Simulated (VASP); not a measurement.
# Sc8H in VASP: single point with PBE

Aim: the single point of Sc8H with PBE.

Program: VASP 6.6.1. These are calculated values, not measurements. Logs are shortened: lines on timing, memory, paths and dates and some standing lists are left out, and cuts for length are marked.

## 1. The cell of the first run

The cell holds a slab with vacuum, 9 atoms: a = 6.639 Å, b = 5.163 Å, c = 19.113 Å, α = 90.00°, β = 90.00°, γ = 90.00°.

## 2. Single point, PBE

File INCAR:

```
PREC = Accurate ; ENCUT = 520
EDIFF = 1E-6 ; ISMEAR = 0
SIGMA = 0.1 ; LREAL = False
LASPH = True ; NELM = 100
ALGO = Normal ; ISIF = 2
LWAVE = False ; LCHARG = False
LDIPOL = True ; IDIPOL = 3
DIPOL = 0.5 0.5 0.325 ; GGA = PE
NBANDS = 54
```

File KPOINTS:

```
regular mesh
0
Gamma
  4 5 1
```

File POSCAR:

```
Sc8H
1.0
    6.6389479791      0.0000000000      0.0000000000
    0.0000000000      5.1626219083      0.0000000000
    0.0000000000      0.0000000000     19.1132872497
Sc H
8 1
Direct
    0.0000000000      0.7500000000      0.2092784955
    0.5000000000      0.7500000000      0.2092784955
    0.2500000000      0.2500000000      0.2594137541
    0.7500000000      0.2500000000      0.2594137541
    0.2500000000      0.7500000000      0.3452852846
    0.7500000000      0.7500000000      0.3452852846
    0.0000000000      0.2500000000      0.3983243254
    0.5000000000      0.2500000000      0.3983243254
    0.0000000000      0.2500000000      0.4965691085
```

Potentials or basis: VASP PAW PBE potentials, release 64 (Sc_sv, H).

Launch:

```sh
> cat potpaw_PBE.64/Sc_sv/POTCAR potpaw_PBE.64/H/POTCAR > POTCAR
> mpirun -np 1 vasp_std > vasp.out
```

OUTCAR:

```text
PREC = Accurate
   ENCUT = 520
   EDIFF = 1E-6
   ISMEAR = 0
   LREAL = False
   LASPH = True
   NELM = 100
   ISIF = 2
   GGA = PE

 ion  position               nearest neighbor table
   1  0.000  0.750  0.209-   5 3.08   6 3.08   3 3.21   4 3.21   3 3.21   4 3.21   2 3.32   2 3.32

   2  0.500  0.750  0.209-   5 3.08   6 3.08   3 3.21   4 3.21   3 3.21   4 3.21   1 3.32   1 3.32

   3  0.250  0.250  0.259-   5 3.06   5 3.06   8 3.13   7 3.13   1 3.21   1 3.21   2 3.21   2 3.21
                             4 3.32   4 3.32
   4  0.750  0.250  0.259-   6 3.06   6 3.06   8 3.13   7 3.13   1 3.21   1 3.21   2 3.21   2 3.21
                             3 3.32   3 3.32
   5  0.250  0.750  0.345-   3 3.06   3 3.06   1 3.08   2 3.08   8 3.23   7 3.23   7 3.23   8 3.23
                             6 3.32   6 3.32
   6  0.750  0.750  0.345-   4 3.06   4 3.06   1 3.08   2 3.08   8 3.23   7 3.23   7 3.23   8 3.23
                             5 3.32   5 3.32
   7  0.000  0.250  0.398-   9 1.88   4 3.13   3 3.13   6 3.23   5 3.23   5 3.23   6 3.23   8 3.32
                             8 3.32
   8  0.500  0.250  0.398-   3 3.13   4 3.13   5 3.23   6 3.23   5 3.23   6 3.23   7 3.32   7 3.32

   9  0.000  0.250  0.497-   7 1.88

  LATTYP: Found a simple orthorhombic cell.
 ALAT       =     5.1626219083
 B/A-ratio  =     1.2859643989
 C/A-ratio  =     3.7022442451

  Lattice vectors:

 A1 = (   0.0000000000,  -5.1626219083,   0.0000000000)
 A2 = (   6.6389479791,   0.0000000000,   0.0000000000)
 A3 = (   0.0000000000,   0.0000000000,  19.1132872497)

Analysis of symmetry for initial positions (statically):
=====================================================================
 Subroutine PRICEL returns:
 Original cell was already a primitive cell.

 Routine SETGRP: Setting up the symmetry group for a
 simple orthorhombic supercell.

 Subroutine GETGRP returns: Found  4 space group operations
 (whereof  2 operations were pure point group operations)
 out of a pool of  8 trial point group operations.

The static configuration has the point symmetry C_1h.
 The point group associated with its full space group is C_2v.

Analysis of symmetry for dynamics (positions and initial velocities):
=====================================================================
 Subroutine PRICEL returns:
 Original cell was already a primitive cell.

 Routine SETGRP: Setting up the symmetry group for a
 simple orthorhombic supercell.

 Subroutine GETGRP returns: Found  4 space group operations
 (whereof  2 operations were pure point group operations)
 out of a pool of  8 trial point group operations.

The dynamic configuration has the point symmetry C_1h.
 The point group associated with its full space group is C_2v.

 Subroutine INISYM returns: Found  4 space group operations
 (whereof  2 operations are pure point group operations),
 and found     1 'primitive' translations

----------------------------------------------------------------------------------------

                                     Primitive cell

  volume of cell :     655.0960

  direct lattice vectors                    reciprocal lattice vectors
     6.638947979  0.000000000  0.000000000     0.150626274  0.000000000  0.000000000
     0.000000000  5.162621908  0.000000000     0.000000000  0.193700026  0.000000000
     0.000000000  0.000000000 19.113287250     0.000000000  0.000000000  0.052319624

  length of vectors
     6.638947979  5.162621908 19.113287250     0.150626274  0.193700026  0.052319624

  position of ions in fractional coordinates (direct lattice)
     0.000000000  0.750000000  0.209278496
     0.500000000  0.750000000  0.209278496
     0.250000000  0.250000000  0.259413754
     0.750000000  0.250000000  0.259413754
     0.250000000  0.750000000  0.345285285
     0.750000000  0.750000000  0.345285285
     0.000000000  0.250000000  0.398324325
     0.500000000  0.250000000  0.398324325
     0.000000000  0.250000000  0.496569108

  ion indices of the primitive-cell ions
   primitive index   ion index
                 1           1
                 2           2
                 3           3
                 4           4
                 5           5
                 6           6
                 7           7
                 8           8
                 9           9

----------------------------------------------------------------------------------------

 KPOINTS: regular mesh

Automatic generation of k-mesh.
 Grid dimensions read from file:
 generate k-points for:    4    5    1

 Generating k-lattice:

  Cartesian coordinates                     Fractional coordinates (reciprocal lattice)
     0.037656569  0.000000000  0.000000000     0.250000000  0.000000000  0.000000000
     0.000000000  0.038740005  0.000000000     0.000000000  0.200000000  0.000000000
     0.000000000  0.000000000  0.052319624     0.000000000  0.000000000  1.000000000

  Length of vectors
     0.037656569  0.038740005  0.052319624

  Shift w.r.t. Gamma in fractional coordinates (k-lattice)
     0.000000000  0.000000000  0.000000000

 Subroutine IBZKPT returns following result:
 ===========================================

 Found      9 irreducible k-points:

 Following reciprocal coordinates:
            Coordinates               Weight
  0.000000  0.000000  0.000000      1.000000
  0.250000  0.000000  0.000000      2.000000
  0.500000  0.000000  0.000000      1.000000
  0.000000  0.200000  0.000000      2.000000
  0.250000  0.200000  0.000000      4.000000
  0.500000  0.200000  0.000000      2.000000
  0.000000  0.400000  0.000000      2.000000
  0.250000  0.400000  0.000000      4.000000
  0.500000  0.400000  0.000000      2.000000
   k-points           NKPTS =      9   k-points in BZ     NKDIM =      9   number of bands    NBANDS=     54
   number of dos      NEDOS =    301   number of ions     NIONS =      9
   total plane-waves  NPLWV = 288000
   dimension x,y,z NGX =    50 NGY =   40 NGZ =  144
   dimension x,y,z NGXF=   100 NGYF=   80 NGZF=  288
   ions per type =               8   1
   NGX,Y,Z   is equivalent  to a cutoff of  12.52, 12.88, 12.53 a.u.
   NGXF,Y,Z  is equivalent  to a cutoff of  25.04, 25.76, 25.05 a.u.
 SYSTEM =  unknown system
   PREC   = accura    normal or accurate (medium, high low for compatibility)
   ISTART =      0    job   : 0-new  1-cont  2-samecut
   ICHARG =      2    charge: 1-file 2-atom 10-const
   ISPIN  =      1    spin polarized calculation?
   LNONCOLLINEAR =      F non collinear calculations
   LSORBIT =      F    spin-orbit coupling
   LASPH  =      T    aspherical Exc in radial PAW
   ENCUT  =  520.0 eV  38.22 Ry    6.18 a.u.  12.34  9.60 35.54*2*pi/ulx,y,z
   NELM   =    100;   NELMIN=  2; NELMDL= -5     # of ELM steps
   EDIFF  = 0.1E-05   stopping-criterion for ELM
   LREAL  =      F    real-space projection
   EDIFFG = 0.1E-04   stopping-criterion for IOM
   NSW    =      0    number of steps for IOM
   IBRION =     -1    ionic relax: 0-MD 1-quasi-New 2-CG
   NFREE  =      0    steps in history (QN), initial steepest desc. (CG)
   ISIF   =      2    stress and relaxation
   ISYM   =      2    0-nonsym 1-usesym 2-fastsym
   POTIM  = 0.5000    time-step for ionic-motion
   TEBEG  =    0.0;   TEEND  =   0.0 temperature during run
   PSTRESS=    0.0 pullay stress
   NELECT =      89.0000    total number of electrons
   NUPDOWN=      -1.0000    fix difference up-down
   EMIN   =  10.00;   EMAX   =-10.00  energy-range for DOS
   EFERMI =   0.00;   METHOD = LEGACY
   ISMEAR =     0;   SIGMA  =   0.10  broadening in eV -4-tet -1-fermi 0-gaus
   EFERMI_NEDOS =   21; number of points for ismear=-14 and -15
   IALGO  =     38    algorithm
   IMIX   =      4    mixing-type and parameters
     AMIX     =   0.40;   BMIX     =  1.00
     AMIX_MAG =   1.60;   BMIX_MAG =  1.00
  volume/ion in A,a.u.               =      72.79       491.20
  Fermi-wavevector in a.u.,A,eV,Ry     =   0.841595  1.590384  9.636765  0.708282
  Thomas-Fermi vector in A             =   1.956165
   LORBIT       =      0    0 simple, 1 ext, 2 COOP (PROOUT), +10 PAW based schemes
   GGA     = PE    functional components
   LHFCALC =     F    Hartree Fock is set to
   AEXX    =    0.0000 exact exchange contribution
   IVDW    =     0    specifies the selected vdW correction
   LEPSILON=     F    determine dielectric tensor
   LRPA    =     F    only Hartree local field effects (RPA)
 non-spin polarized calculation
 Gauss-broadening in eV      SIGMA  =   0.10
  energy-cutoff  :      520.00
  volume of cell :      655.10
 maximum number of plane-waves:     17709
 NGX is ok and might be reduce to    50
   NGX = 25   NGY = 19   NGZ = 71

 dipolmoment           0.000000      0.000000     -0.345485 electrons x Angstroem

 number of electron      88.9999995 magnetization

 dipolmoment           0.000000      0.000000      0.251232 electrons x Angstroem

 Free energy of the ion-electron system (eV)
  ---------------------------------------------------
  ext. energy  EPLUGINS =         0.00000000
  ---------------------------------------------------
  free energy    TOTEN  =       -48.17971023 eV

  energy without entropy =      -48.09482180  energy(sigma->0) =      -48.13726601

 E-fermi :  -1.5715     XC(G=0):  -3.9740

 val. band max:       -1.5754246417   @ k =   0.2500   0.4000   0.0000
 cond. band min:      -1.5443154941   @ k =   0.2500   0.2000   0.0000
 fundamental gap:      0.0311091476
 Fermi energy:        -1.5714793055

 k-point     1 :       0.0000    0.0000    0.0000
  band No.  band energies     occupation
      1     -51.4701      2.00000
      2     -51.3558      2.00000
      3     -51.3337      2.00000
      4     -50.9524      2.00000
      5     -50.9104      2.00000
      6     -50.9074      2.00000
[... 46 lines left out ...]
     53      -0.3279      0.00000
     54      -0.2515      0.00000

 k-point     2 :       0.2500    0.0000    0.0000
  band No.  band energies     occupation
      1     -51.4701      2.00000
      2     -51.3537      2.00000
      3     -51.3358      2.00000
      4     -50.9519      2.00000
      5     -50.9125      2.00000
      6     -50.9060      2.00000
[... 46 lines left out ...]
     53      -0.3883      0.00000
     54      -0.3196      0.00000

 k-point     3 :       0.5000    0.0000    0.0000
  band No.  band energies     occupation
      1     -51.4700      2.00000
      2     -51.3511      2.00000
      3     -51.3384      2.00000
      4     -50.9513      2.00000
      5     -50.9140      2.00000
      6     -50.9051      2.00000
[... 46 lines left out ...]
     53      -0.5547      0.00000
     54      -0.3902      0.00000

 k-point     4 :       0.0000    0.2000    0.0000
  band No.  band energies     occupation
      1     -51.4700      2.00000
      2     -51.3553      2.00000
      3     -51.3337      2.00000
      4     -50.9499      2.00000
      5     -50.9094      2.00000
      6     -50.9036      2.00000
[... 46 lines left out ...]
     53      -0.3408      0.00000
     54      -0.2994      0.00000

 k-point     5 :       0.2500    0.2000    0.0000
  band No.  band energies     occupation
      1     -51.4699      2.00000
      2     -51.3534      2.00000
      3     -51.3357      2.00000
      4     -50.9494      2.00000
      5     -50.9100      2.00000
      6     -50.9036      2.00000
[... 46 lines left out ...]
     53      -0.4938      0.00000
     54      -0.3902      0.00000

 k-point     6 :       0.5000    0.2000    0.0000
  band No.  band energies     occupation
      1     -51.4698      2.00000
      2     -51.3508      2.00000
      3     -51.3382      2.00000
      4     -50.9489      2.00000
      5     -50.9105      2.00000
      6     -50.9036      2.00000
[... 46 lines left out ...]
     53      -0.6064      0.00000
     54      -0.4702      0.00000

 k-point     7 :       0.0000    0.4000    0.0000
  band No.  band energies     occupation
      1     -51.4697      2.00000
      2     -51.3547      2.00000
      3     -51.3336      2.00000
      4     -50.9454      2.00000
      5     -50.9056      2.00000
      6     -50.8943      2.00000
[... 46 lines left out ...]
     53      -0.5378      0.00000
     54      -0.4101      0.00000

 k-point     8 :       0.2500    0.4000    0.0000
  band No.  band energies     occupation
      1     -51.4697      2.00000
      2     -51.3528      2.00000
      3     -51.3354      2.00000
      4     -50.9451      2.00000
      5     -50.9043      2.00000
      6     -50.8959      2.00000
[... 46 lines left out ...]
     53      -0.5688      0.00000
     54      -0.4770      0.00000

 k-point     9 :       0.5000    0.4000    0.0000
  band No.  band energies     occupation
      1     -51.4696      2.00000
      2     -51.3505      2.00000
      3     -51.3378      2.00000
      4     -50.9449      2.00000
      5     -50.9019      2.00000
      6     -50.8986      2.00000
[... 46 lines left out ...]
     53      -0.6974      0.00000
     54      -0.5837      0.00000

------------------------ aborting loop because EDIFF is reached ----------------------------------------

 vacuum level on the upper side and lower side of the slab       (xc-potential included)         0.554        -0.765

  FORCE on cell =-STRESS in cart. coord.  units (eV):
  Direction    XX          YY          ZZ          XY          YZ          ZX
  --------------------------------------------------------------------------------------
  -------------------------------------------------------------------------------------
  Total        1.0093675     -1.2926496      0.1520685      0.0000000      0.0000000      0.0000000
  in kB        2.4686239     -3.1614508      0.3719160      0.0000000      0.0000000      0.0000000
  external PRESSURE =      -0.1069703 kB  Pullay stress =       0.0000000 kB

 VOLUME and BASIS-vectors are now :
 -----------------------------------------------------------------------------
  energy-cutoff  :      520.00
  volume of cell :      655.10
      direct lattice vectors                 reciprocal lattice vectors
     6.638947979  0.000000000  0.000000000     0.150626274  0.000000000  0.000000000
     0.000000000  5.162621908  0.000000000     0.000000000  0.193700026  0.000000000
     0.000000000  0.000000000 19.113287250     0.000000000  0.000000000  0.052319624

 POSITION                                       TOTAL-FORCE (eV/Angst)
 -----------------------------------------------------------------------------------
      0.00000      3.87197      4.00000        -0.000000      0.000000     -0.034276
      3.31947      3.87197      4.00000        -0.000000      0.000000     -0.184751
      1.65974      1.29066      4.95825         0.073075      0.000000      0.196059
      4.97921      1.29066      4.95825        -0.073075      0.000000      0.196059
      1.65974      3.87197      6.59954         0.200587      0.000000     -0.208651
      4.97921      3.87197      6.59954        -0.200587      0.000000     -0.208651
      0.00000      1.29066      7.61329        -0.000000      0.000000      0.041366
      3.31947      1.29066      7.61329        -0.000000      0.000000      0.169059
      0.00000      1.29066      9.49107        -0.000000      0.000000      0.033785
 -----------------------------------------------------------------------------------
    total drift:                                0.000000     -0.000000      0.002199

  FREE ENERGIE OF THE ION-ELECTRON SYSTEM (eV)
  ---------------------------------------------------
  free  energy   TOTEN  =       -48.1797102329 eV

  energy  without entropy=      -48.0948217962  energy(sigma->0) =      -48.13726601

 vacuum level on the upper side and lower side of the slab         3.083         1.703
```

It took 14 min on 1 thread of AMD EPYC 9R45 (Zen 5), shared host; peak memory 0.65 GiB.

What came out:

```
Free energy   : -48.1797 eV
Largest force : 0.289 eV/Å
```

Forces on the atoms (eV/Å):
```
Sc   0.000  0.000 -0.034
Sc   0.000  0.000 -0.185
Sc   0.073  0.000  0.196
Sc  -0.073  0.000  0.196
Sc   0.201  0.000 -0.209
Sc  -0.201  0.000 -0.209
Sc   0.000  0.000  0.041
Sc   0.000  0.000  0.169
H    0.000  0.000  0.034
```
